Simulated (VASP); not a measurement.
# CdP (Cmcm) in VASP: further runs

Runs on CdP. Level: PBE. Tasks: relaxation of cell and atoms.

Program: VASP 6.6.1. These are calculated values, not measurements. Logs are shortened: lines on timing, memory, paths and dates and some standing lists are left out, and cuts for length are marked.

## Step 1: The cell of the first run

The structure is orthorhombic, space group Cmcm (No. 63). Conventional cell: a = 4.239 Å, b = 11.534 Å, c = 3.409 Å, α = 90.00°, β = 90.00°, γ = 90.00°. Within 3.8 Å of Cd (site symmetry m2m) lie 7 P at 2.92 to 3.44 Å and 6 Cd at 3.37 to 3.41 Å. Within 3.1 Å of P (site symmetry m2m) lie 2 P at 2.37 Å and 5 Cd at 2.92 to 3.05 Å.

## Step 2: Relaxation of cell and atoms, PBE

Input file INCAR:

```
PREC = Accurate
ENCUT = 600
EDIFF = 1E-7
ISMEAR = 0
SIGMA = 0.1
LREAL = False
LASPH = True
NELM = 60
ALGO = Normal
ISIF = 3
LWAVE = False
LCHARG = False
GGA = PE
IBRION = 2
NSW = 90
EDIFFG = -0.04
```

Input file KPOINTS:

```
regular mesh
0
Gamma
  4 4 6
```

Input file POSCAR:

```
CdP
1.0
    2.1192720135     -5.7672388416      0.0000000000
    2.1192720135      5.7672388416      0.0000000000
    0.0000000000      0.0000000000      3.4087442270
Cd P
2 2
Direct
    0.8363243428      0.1636756572      0.2500000000
    0.1636756572      0.8363243428      0.7500000000
    0.5716322158      0.4283677842      0.2500000000
    0.4283677842      0.5716322158      0.7500000000
```

Potentials or basis: VASP PAW PBE potentials, release 64 (Cd, P).

Command:

```bash
$ cat potpaw_PBE.64/Cd/POTCAR potpaw_PBE.64/P/POTCAR > POTCAR
$ mpirun -np 1 vasp_std > vasp.out
```

OUTCAR:

```text
PREC = Accurate
   ENCUT = 600
   EDIFF = 1E-7
   ISMEAR = 0
   LREAL = False
   LASPH = True
   NELM = 60
   ISIF = 3
   GGA = PE
   IBRION = 2
   NSW = 90
   EDIFFG = -0.04

 ion  position               nearest neighbor table
   1  0.836  0.164  0.250-   4 2.92   4 2.92   4 2.92   4 2.92   3 3.05   2 3.37   2 3.37   2 3.37
                             2 3.37
   2  0.164  0.836  0.750-   3 2.92   3 2.92   3 2.92   3 2.92   4 3.05   1 3.37   1 3.37   1 3.37
                             1 3.37
   3  0.572  0.428  0.250-   4 2.37   4 2.37   2 2.92   2 2.92   2 2.92   2 2.92   1 3.05
   4  0.428  0.572  0.750-   3 2.37   3 2.37   1 2.92   1 2.92   1 2.92   1 2.92   2 3.05

  LATTYP: Found a base centered orthorhombic cell.
 ALAT       =     4.2385440270
 B/A-ratio  =     2.7213301572
 C/A-ratio  =     0.8042252729

  Lattice vectors:

 A1 = (   2.1192720135,  -5.7672388416,   0.0000000000)
 A2 = (   2.1192720135,   5.7672388416,   0.0000000000)
 A3 = (   0.0000000000,   0.0000000000,   3.4087442270)

Analysis of symmetry for initial positions (statically):
=====================================================================
 Subroutine PRICEL returns:
 Original cell was already a primitive cell.

 Routine SETGRP: Setting up the symmetry group for a
 base centered orthorhombic supercell.

 Subroutine GETGRP returns: Found  8 space group operations
 (whereof  4 operations were pure point group operations)
 out of a pool of  8 trial point group operations.

The static configuration has the point symmetry C_2h.
 The point group associated with its full space group is D_2h.

Analysis of symmetry for dynamics (positions and initial velocities):
=====================================================================
 Subroutine PRICEL returns:
 Original cell was already a primitive cell.

 Routine SETGRP: Setting up the symmetry group for a
 base centered orthorhombic supercell.

 Subroutine GETGRP returns: Found  8 space group operations
 (whereof  4 operations were pure point group operations)
 out of a pool of  8 trial point group operations.

The dynamic configuration has the point symmetry C_2h.
 The point group associated with its full space group is D_2h.

 Subroutine INISYM returns: Found  8 space group operations
 (whereof  4 operations are pure point group operations),
 and found     1 'primitive' translations

----------------------------------------------------------------------------------------

                                     Primitive cell

  volume of cell :      83.3257

  direct lattice vectors                    reciprocal lattice vectors
     2.119272013 -5.767238842  0.000000000     0.235930073 -0.086696600  0.000000000
     2.119272013  5.767238842  0.000000000     0.235930073  0.086696600  0.000000000
     0.000000000  0.000000000  3.408744227     0.000000000  0.000000000  0.293363166

  length of vectors
     6.144294730  6.144294730  3.408744227     0.251354928  0.251354928  0.293363166

  position of ions in fractional coordinates (direct lattice)
     0.836324343  0.163675657  0.250000000
     0.163675657  0.836324343  0.750000000
     0.571632216  0.428367784  0.250000000
     0.428367784  0.571632216  0.750000000

  ion indices of the primitive-cell ions
   primitive index   ion index
                 1           1
                 2           2
                 3           3
                 4           4

----------------------------------------------------------------------------------------

 KPOINTS: regular mesh

Automatic generation of k-mesh.
 Grid dimensions read from file:
 generate k-points for:    4    4    6

 Generating k-lattice:

  Cartesian coordinates                     Fractional coordinates (reciprocal lattice)
     0.058982518 -0.021674150  0.000000000     0.250000000 -0.000000000  0.000000000
     0.058982518  0.021674150  0.000000000    -0.000000000  0.250000000  0.000000000
     0.000000000  0.000000000  0.048893861     0.000000000  0.000000000  0.166666667

  Length of vectors
     0.062838732  0.062838732  0.048893861

  Shift w.r.t. Gamma in fractional coordinates (k-lattice)
     0.000000000  0.000000000  0.000000000

 Subroutine IBZKPT returns following result:
 ===========================================

 Found     28 irreducible k-points:

 Following reciprocal coordinates:
            Coordinates               Weight
  0.000000  0.000000  0.000000      1.000000
  0.250000  0.000000  0.000000      4.000000
  0.500000  0.000000  0.000000      2.000000
  0.250000  0.250000  0.000000      2.000000
  0.500000  0.250000  0.000000      4.000000
 -0.250000  0.250000  0.000000      2.000000
[... 16 lines left out ...]
  0.250000  0.000000  0.500000      4.000000
  0.500000  0.000000  0.500000      2.000000
 [... further k-points ...]
   k-points           NKPTS =     28   k-points in BZ     NKDIM =     28   number of bands    NBANDS=     21
   number of dos      NEDOS =    301   number of ions     NIONS =      4
   total plane-waves  NPLWV =  70000
   dimension x,y,z NGX =    50 NGY =   50 NGZ =   28
   dimension x,y,z NGXF=   100 NGYF=  100 NGZF=   56
   ions per type =               2   2
   NGX,Y,Z   is equivalent  to a cutoff of  13.53, 13.53, 13.66 a.u.
   NGXF,Y,Z  is equivalent  to a cutoff of  27.06, 27.06, 27.31 a.u.
 SYSTEM =  unknown system
   PREC   = accura    normal or accurate (medium, high low for compatibility)
   ISTART =      0    job   : 0-new  1-cont  2-samecut
   ICHARG =      2    charge: 1-file 2-atom 10-const
   ISPIN  =      1    spin polarized calculation?
   LNONCOLLINEAR =      F non collinear calculations
   LSORBIT =      F    spin-orbit coupling
   LASPH  =      T    aspherical Exc in radial PAW
   ENCUT  =  600.0 eV  44.10 Ry    6.64 a.u.  12.27 12.27  6.81*2*pi/ulx,y,z
   NELM   =     60;   NELMIN=  2; NELMDL= -5     # of ELM steps
   EDIFF  = 0.1E-06   stopping-criterion for ELM
   LREAL  =      F    real-space projection
   EDIFFG = -.4E-01   stopping-criterion for IOM
   NSW    =     90    number of steps for IOM
   IBRION =      2    ionic relax: 0-MD 1-quasi-New 2-CG
   NFREE  =      1    steps in history (QN), initial steepest desc. (CG)
   ISIF   =      3    stress and relaxation
   ISYM   =      2    0-nonsym 1-usesym 2-fastsym
   POTIM  = 0.5000    time-step for ionic-motion
   TEBEG  =    0.0;   TEEND  =   0.0 temperature during run
   PSTRESS=    0.0 pullay stress
   NELECT =      34.0000    total number of electrons
   NUPDOWN=      -1.0000    fix difference up-down
   EMIN   =  10.00;   EMAX   =-10.00  energy-range for DOS
   EFERMI =   0.00;   METHOD = LEGACY
   ISMEAR =     0;   SIGMA  =   0.10  broadening in eV -4-tet -1-fermi 0-gaus
   EFERMI_NEDOS =   21; number of points for ismear=-14 and -15
   IALGO  =     38    algorithm
   IMIX   =      4    mixing-type and parameters
     AMIX     =   0.40;   BMIX     =  1.00
     AMIX_MAG =   1.60;   BMIX_MAG =  1.00
  volume/ion in A,a.u.               =      20.83       140.58
  Fermi-wavevector in a.u.,A,eV,Ry     =   1.214250  2.294600 20.060472  1.474403
  Thomas-Fermi vector in A             =   2.349676
   LORBIT       =      0    0 simple, 1 ext, 2 COOP (PROOUT), +10 PAW based schemes
   GGA     = PE    functional components
   LHFCALC =     F    Hartree Fock is set to
   AEXX    =    0.0000 exact exchange contribution
   IVDW    =     0    specifies the selected vdW correction
   LEPSILON=     F    determine dielectric tensor
   LRPA    =     F    only Hartree local field effects (RPA)
 conjugate gradient relaxation of ions
 non-spin polarized calculation
 Gauss-broadening in eV      SIGMA  =   0.10
  energy-cutoff  :      600.00
  volume of cell :       83.33
 maximum number of plane-waves:      2796
 NGX is ok and might be reduce to    50
   NGX = 25   NGY = 25   NGZ = 13

--------------------------------------- Ionic step        1  -------------------------------------------

 number of electron      33.9999999 magnetization

 Free energy of the ion-electron system (eV)
  ---------------------------------------------------
  ext. energy  EPLUGINS =         0.00000000
  ---------------------------------------------------
  free energy    TOTEN  =       -11.24169951 eV

  energy without entropy =      -11.22399778  energy(sigma->0) =      -11.23284865

------------------------ aborting loop because EDIFF is reached ----------------------------------------

  FORCE on cell =-STRESS in cart. coord.  units (eV):
  Direction    XX          YY          ZZ          XY          YZ          ZX
  --------------------------------------------------------------------------------------
  -------------------------------------------------------------------------------------
  Total       -0.0211490     -0.2186792     -0.6394898      0.0000000      0.0000000      0.0000000
  in kB       -0.4066508     -4.2047395    -12.2960369      0.0000000      0.0000000      0.0000000
  external PRESSURE =      -5.6358091 kB  Pullay stress =       0.0000000 kB
[... 95 lines left out ...]
  FREE ENERGIE OF THE ION-ELECTRON SYSTEM (eV)
  ---------------------------------------------------
  free  energy   TOTEN  =       -11.2473643347 eV

  energy  without entropy=      -11.2307078159  energy(sigma->0) =      -11.23903608

 E-fermi :   3.4979     XC(G=0):  -9.9952

 val. band max:        3.4649087299   @ k =   0.0000   0.0000   0.5000
 cond. band min:       3.5054711160   @ k =   0.2500   0.2500   0.1667
 fundamental gap:      0.0405623861
 Fermi energy:         3.4978757312

 k-point     1 :       0.0000    0.0000    0.0000
  band No.  band energies     occupation
      1     -10.2293      2.00000
      2      -5.7278      2.00000
      3      -5.5663      2.00000
      4      -5.4460      2.00000
      5      -5.2361      2.00000
      6      -4.9335      2.00000
[... 550 lines left out ...]
      5      -5.2442      2.00000
      6      -5.2442      2.00000
[... 13 lines left out ...]
     20       4.6714      0.00000
     21       5.6772      0.00000

 [... further k-points ...]

[... ionic steps 4 to 50 ...]

--------------------------------------- Ionic step       51  -------------------------------------------

 number of electron      34.0000001 magnetization

------------------------ aborting loop because EDIFF is reached ----------------------------------------

  FORCE on cell =-STRESS in cart. coord.  units (eV):
  Direction    XX          YY          ZZ          XY          YZ          ZX
  --------------------------------------------------------------------------------------
  -------------------------------------------------------------------------------------
  Total       -0.2705832     -0.9537826     -0.2393853      0.0000000      0.0000000      0.0000000
  in kB       -5.0681989    -17.8649654     -4.4838410      0.0000000      0.0000000      0.0000000
  external PRESSURE =      -9.1390018 kB  Pullay stress =       0.0000000 kB
[... 61 lines left out ...]
  energy  without entropy=      -11.6940419062  energy(sigma->0) =      -11.69614175

--------------------------------------- Ionic step       53  -------------------------------------------

 number of electron      33.9999997 magnetization

 Free energy of the ion-electron system (eV)
  ---------------------------------------------------
  ext. energy  EPLUGINS =         0.00000000
  ---------------------------------------------------
  free energy    TOTEN  =       -11.69959584 eV

  energy without entropy =      -11.69529551  energy(sigma->0) =      -11.69744568

 E-fermi :   4.0433     XC(G=0): -10.3156

 val. band max:        3.9141096458   @ k =   0.5000   0.5000   0.5000
 cond. band min:       4.0742984559   @ k =   0.5000   0.0000   0.5000
 fundamental gap:      0.1601888101
 Fermi energy:         4.0433258332

 k-point     1 :       0.0000    0.0000    0.0000
  band No.  band energies     occupation
      1     -10.1664      2.00000
      2      -5.2466      2.00000
      3      -5.1361      2.00000
      4      -4.8831      2.00000
      5      -4.8116      2.00000
      6      -4.5804      2.00000
[... 550 lines left out ...]
      5      -4.9128      2.00000
      6      -4.9128      2.00000
[... 13 lines left out ...]
     20       5.0994      0.00000
     21       6.2460      0.00000

 [... further k-points ...]

------------------------ aborting loop because EDIFF is reached ----------------------------------------

  FORCE on cell =-STRESS in cart. coord.  units (eV):
  Direction    XX          YY          ZZ          XY          YZ          ZX
  --------------------------------------------------------------------------------------
  -------------------------------------------------------------------------------------
  Total       -0.1524984     -0.0979142      0.1212623      0.0000000      0.0000000      0.0000000
  in kB       -2.8828801     -1.8510016      2.2923818      0.0000000      0.0000000      0.0000000
  external PRESSURE =      -0.8138333 kB  Pullay stress =       0.0000000 kB
[... 19 lines left out ...]
  FREE ENERGIE OF THE ION-ELECTRON SYSTEM (eV)
  ---------------------------------------------------
  free  energy   TOTEN  =       -11.6995958412 eV

  energy  without entropy=      -11.6952955094  energy(sigma->0) =      -11.69744568

 reached required accuracy - stopping structural energy minimisation
```

Run time: 20 min. Hardware: 1 thread of Intel Xeon 6975P-C (Granite Rapids), shared host; peak memory 0.3 GiB.

Results:

- Free energy: -11.6996 eV
- Relaxed volume: 21.19 Å³/atom
- Relaxed cell: a = 7.576 Å, b = 7.576 Å, c = 3.148 Å, α = 90.00°, β = 90.00°, γ = 152.02°
- Space group after relaxing (to 0.1 Å): Cmcm (No. 63)
- Energy gained by relaxing: 114.5 meV/atom
- Ionic steps: 53
- Pressure after relaxing: -0.1 GPa
- Largest force after relaxing: 0.026 eV/Å
- Band gap on the k mesh: zero (bands 17 and 18 overlap by 2.59 eV)

Forces on the atoms (eV/Å):
```
Cd   0.000 -0.020  0.000
Cd   0.000  0.020  0.000
P    0.000 -0.026  0.000
P    0.000  0.026  0.000
```

Stress tensor (GPa, compression positive):
```
-0.29  0.00  0.00
 0.00 -0.19  0.00
 0.00  0.00  0.23
```

The path:
```
step  energy change (eV)  largest force (eV/Å)  pressure (GPa)  volume (Å³)
   1              0.0000                0.1583           -0.56        83.33
   3             -0.0057                0.0368            0.52        82.11
   5             -0.0281                0.0187            0.73        82.79
   7             -0.0356                0.1116            0.99        83.13
   9             -0.0403                0.0212            0.14        84.67
  11             -0.0428                0.0726           -0.26        85.05
  13             -0.0455                0.0478            0.17        84.44
  15             -0.0562                0.2466            2.39        81.66
  17             -0.0562                0.2964            2.67        81.31
  19             -0.0565                0.3003            2.69        81.28
  21             -0.0576                0.3152            2.82        81.11
  23             -0.0607                0.3095            3.39        80.46
  25             -0.0632                0.3395            3.82        79.91
  27             -0.0774                0.3218            3.77        79.79
  29             -0.0830                0.3920            3.69        79.04
  31             -0.0943                0.2868            3.65        79.43
  33             -0.1389                0.1892            2.41        80.69
  35             -0.2069                0.7926           -2.08        86.46
  37             -0.2962                0.9989           -2.51        88.06
  39             -0.3132                1.0728           -2.51        88.71
  41             -0.3840                0.1899            0.47        86.02
  43             -0.4035                0.1566            0.04        86.63
  45             -0.4134                0.1191           -0.34        86.91
  47             -0.3918                0.9467           -2.80        87.72
  49             -0.4406                0.2499           -1.54        86.95
  51             -0.4523                0.2850           -0.91        85.54
  53             -0.4579                0.0257           -0.08        84.75
```

Final structure:
```yaml
crystal:
  lattice:
    - [1.83115, -7.35093, 0.00000]
    - [1.83115, 7.35093, 0.00000]
    - [0.00000, 0.00000, 3.14813]
  atoms:
    - { symbol: Cd, position: [0.82069, 0.17931, 0.25000] }
    - { symbol: Cd, position: [0.17931, 0.82069, 0.75000] }
    - { symbol: P, position: [0.55125, 0.44875, 0.25000] }
    - { symbol: P, position: [0.44875, 0.55125, 0.75000] }
```

Caveat: the k points lie up to 0.44 Å⁻¹ apart in the final cell, too coarse for converged energies and pressures of a metal; a cell axis changed by over 15 % at a fixed basis, so the end point is rough.

## Step 3: Relaxation of cell and atoms, PBE

This run uses another cell than the first one, of 21.13 Å³/atom.

Input file INCAR:

```
SYSTEM = CdP
PREC = Accurate
ENCUT = 600
EDIFF = 1E-6
ISMEAR = 0
SIGMA = 0.1
LREAL = .False.
LASPH = .True.
NELM = 80
ALGO = Normal
ISIF = 3
LWAVE = .False.
LCHARG = .False.
GGA = PE
IBRION = 2
NSW = 90
EDIFFG = -0.04
```

Input file KPOINTS:

```
regular mesh
0
Gamma
  6 6 6
  0 0 0
```

Input file POSCAR:

```
CdP
1.0
    1.8268540934     -7.3352893597      0.0000000000
    1.8268540934      7.3352893597      0.0000000000
    0.0000000000      0.0000000000      3.1533903989
Cd P
2 2
Direct
    0.8214359816      0.1785640184      0.7500000000
    0.1785640184      0.8214359816      0.2500000000
    0.5516804083      0.4483195917      0.7500000000
    0.4483195917      0.5516804083      0.2500000000
```

Potentials or basis: VASP PAW PBE potentials, release 64 (Cd, P).

Command:

```bash
$ cat potpaw_PBE.64/Cd/POTCAR potpaw_PBE.64/P/POTCAR > POTCAR
$ mpirun -np 1 vasp_std > vasp.out
```

It took 7.1 min on 1 thread of Intel Xeon 6975P-C (Granite Rapids), shared host; peak memory 0.39 GiB.

The run converged. Its results:

```yaml
Free_energy: -11.6512 eV
Relaxed_volume: 21.49 Å³/atom
Relaxed_cell: a = 7.706 Å, b = 7.706 Å, c = 3.184 Å, α = 90.00°, β = 90.00°, γ = 152.97°
Space_group_after_relaxing_to_0.1_Å: Cmcm (No. 63)
Energy_gained_by_relaxing: 4.6 meV/atom
Ionic_steps: 9
Pressure_after_relaxing: -0.1 GPa
Largest_force_after_relaxing: 0.027 eV/Å
Band_gap_on_the_k_mesh: zero (bands 17 and 18 overlap by 2.79 eV)
```

Forces on the atoms (eV/Å):
```
Cd   0.000 -0.027  0.000
Cd   0.000  0.027  0.000
P    0.000  0.025  0.000
P    0.000 -0.025  0.000
```

Stress tensor (GPa, compression positive):
```
-0.16  0.00  0.00
 0.00 -0.14  0.00
 0.00  0.00  0.01
```

Step by step:
```tsv
step	energy change (eV)	largest force (eV/Å)	pressure (GPa)	volume (Å³)
1	0.0000	0.3562	0.24	84.51
2	-0.0075	0.1024	0.54	84.89
3	-0.0076	0.1017	0.52	84.88
4	-0.0109	0.0852	-0.13	85.86
5	-0.0111	0.0803	-0.31	86.13
6	-0.0141	0.0562	-0.28	86.18
7	-0.0175	0.0202	-0.17	86.29
8	-0.0176	0.0324	-0.14	86.31
9	-0.0184	0.0274	-0.09	85.94
```

Final structure:
```yaml
crystal:
  lattice:
    - [1.80094, -7.49263, 0.00000]
    - [1.80094, 7.49263, 0.00000]
    - [0.00000, 0.00000, 3.18446]
  atoms:
    - { symbol: Cd, position: [0.81880, 0.18120, 0.75000] }
    - { symbol: Cd, position: [0.18120, 0.81880, 0.25000] }
    - { symbol: P, position: [0.54898, 0.45102, 0.75000] }
    - { symbol: P, position: [0.45102, 0.54898, 0.25000] }
```

Levels at points of the mesh, in eV from the Fermi level:
```csv
k point,band 14,band 15,band 16,band 17,band 18,band 19,band 20,band 21
"(0.00, 0.00, 0.00)",-2.34,-2.20,-1.76,-0.04,1.72,2.65,3.21,4.12
"(0.50, 0.00, 0.00)",-4.28,-2.83,-2.41,-2.07,0.18,1.69,3.05,4.64
"(0.50, 0.50, 0.00)",-4.49,-2.33,-2.26,2.05,2.10,2.51,3.93,3.97
"(0.00, 0.00, 0.50)",-4.77,-2.55,-2.55,0.45,0.45,2.54,2.54,4.37
"(0.50, 0.00, 0.50)",-3.75,-2.72,-2.72,0.08,0.08,1.02,1.02,2.28
"(0.50, 0.50, 0.50)",-5.04,-0.99,-0.99,-0.16,-0.16,0.45,0.45,6.07
```

The gap in the log of VASP goes by the Fermi energy; the results here count the filled bands.